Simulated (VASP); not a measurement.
# MgS (Niningerite): single point with r2SCAN

The system is MgS (Niningerite).

```
CELL_PARAMETERS angstrom
0.00000 2.65268 2.65268
2.65268 0.00000 2.65268
2.65268 2.65268 0.00000
ATOMIC_POSITIONS crystal
S 0.50000 0.50000 0.50000
Mg 0.00000 0.00000 0.00000
```

```
Program                : VASP 6.6.1
Task                   : single point
Functional             : r2SCAN
Potentials or basis    : VASP PAW PBE potentials, release 64 (S, Mg)
Cutoff                 : 520 eV
k mesh                 : 9 × 9 × 9
Occupations            : fermi-dirac, width 0.05 eV
Spin                   : no spin polarisation
Dipole correction      : no
Further INCAR settings : ALGO = Normal; EDIFF = 1e-06; NBANDS = 11
```

```yaml
Pressure: -4.6 GPa
Band_gap_on_the_k_mesh: 3.43 eV, indirect (least direct gap 4.14 eV)
```

Levels at points of the mesh, in eV from the valence-band top:
| k point | band 2 | band 3 | band 4 | band 5 | band 6 | band 7 |
| --- | --- | --- | --- | --- | --- | --- |
| (0.00, 0.00, 0.00) | 0.00 | 0.00 | 0.00 | 4.14 | 8.56 | 8.56 |

Wall time 48 s on 1 thread of Intel(R) Xeon(R) Platinum 8488C (Sapphire Rapids) (shared host), peak memory 0.17 GiB.

Caveat: the PAW data sets were made with another functional, which shifts forces and pressure a little. A k mesh can miss the band edges.
